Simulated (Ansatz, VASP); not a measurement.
# BN in VASP and in Ansatz

```
CELL_PARAMETERS angstrom
0.00000 1.74583 1.72837
1.74583 0.00000 1.72837
1.74583 1.74583 0.00000
ATOMIC_POSITIONS crystal
B 0.00000 0.00000 0.00000
N 0.50000 0.50000 0.50000
```

Change from the starting cell: uniaxial_z strain -1.0%.

Alike in both runs: task single point; functional HSE06; k mesh 8 × 8 × 8; no spin polarisation.

|  | VASP | Ansatz |
| --- | --- | --- |
| version | VASP 6.6.1 | Ansatz 0.2.0 |
| potentials or method | VASP PAW PBE potentials, release 64 (B, N) | plane waves, PAW |
| plane-wave cutoff (eV) | 520 | 420 |
| occupations | gaussian, width 0.01 eV | fixed |
| valence electrons in the cell | 8 | 8 |

Ansatz gave:

```
gap on the k mesh at the Fermi level (eV)                     : 2.25
pressure (GPa)                                                : -4.3
traceless stress, the component that is largest in VASP (GPa) : 1.56
```

Problem. What did VASP give for the same quantities?

Solution. gap on the k mesh at the Fermi level (eV): 2.24; pressure (GPa): -4.0; traceless stress, the component that is largest in VASP (GPa): 1.60.

Ansatz's warnings: stress exchange threshold loose, stress scf threshold loose.
